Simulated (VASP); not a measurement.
**SiC: single point with PBEsol**

The system is SiC.

```
Si C
1.0
     0.02699    2.17274    2.17274
     2.17274    0.02699    2.17274
     2.17274    2.17274    0.02699
Si C
1 1
Direct
  0.00068 0.00068 0.00068
  0.24932 0.24932 0.24932
```

This cell differs from its parent crystal: strained cell.

```json
{"Program": "VASP 6.6.1", "Task": "single point", "Functional": "PBEsol", "Potentials or basis": "VASP PAW PBE potentials, release 64 (Si, C)", "Cutoff": "600 eV", "k mesh": "9 × 9 × 9", "Occupations": "gaussian, width 0.02 eV", "Spin": "no spin polarisation", "Dipole correction": "no", "Further INCAR settings": "ALGO = Normal; EDIFF = 1e-06; NBANDS = 11"}
```

```yaml
Pressure: 6.5 GPa
Band_gap_on_the_k_mesh: 1.28 eV (least direct gap 4.43 eV)
```

Stress tensor (GPa, compression positive):
```
 6.50 -3.20 -3.20
-3.20  6.50 -3.20
-3.20 -3.20  6.50
```

Levels at points of the mesh, in eV from the valence-band top:
| k point | band 1 | band 2 | band 3 | band 4 | band 5 | band 6 | band 7 | band 8 | band 9 |
| --- | --- | --- | --- | --- | --- | --- | --- | --- | --- |
| (0.00, 0.00, 0.00) | -15.71 | -0.21 | 0.00 | 0.00 | 6.29 | 7.24 | 7.50 | 7.50 | 14.55 |

Run time: 33 s on 1 thread of Intel Xeon 8259CL (shared host), peak memory 0.16 GiB.

Caveat: the cell differs from its parent crystal (strained cell); the cell stands under pressure; the PAW data sets were made with another functional, which shifts forces and pressure a little; an odd mesh through Γ misses points on the zone boundary, where band edges can lie.
